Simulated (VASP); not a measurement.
WS2, a slab with vacuum:

```
W S
1.0
     3.18321    0.00000    0.00000
    -1.59160    2.75674    0.00000
     0.00000    0.00000   23.66876
W S
2 4
Direct
  0.33333 0.66667 0.63732
  0.66667 0.33333 0.36268
  0.33333 0.66667 0.29682
  0.66667 0.33333 0.57144
  0.33333 0.66667 0.42856
  0.66667 0.33333 0.70318
```

Base run:

* Program: VASP 6.6.1
* Functional: PBE
* Potentials or basis: VASP PAW PBE potentials, release 64 (W_sv, S)
* Cutoff: 520 eV
* k mesh: 6 × 6 × 1
* Occupations: fermi-dirac, width 0.05 eV
* Spin: no spin polarisation

Its results: band gap on the k mesh 1.48 eV, indirect (least direct gap 1.77 eV); largest force 0.282 eV/Å.

Task: After a change of settings the same cell gave: band gap on the k mesh 1.69 eV, indirect (least direct gap 2.58 eV); largest force 0.274 eV/Å. Which change was it?
A. k mesh from 6 × 6 × 1 to 3 × 3 × 1
B. k mesh from 6 × 6 × 1 to 4 × 4 × 1; further incar settings from ALGO = Normal; EDIFF = 1e-07; NBANDS = 35 to ALGO = Normal; EDIFF = 1e-06; NBANDS = 35
C. k mesh from 6 × 6 × 1 to 5 × 5 × 1

Result: C.

Caveats: some runs use coarse meshes; spin-orbit coupling is left out, which moves the levels of the heavy elements.
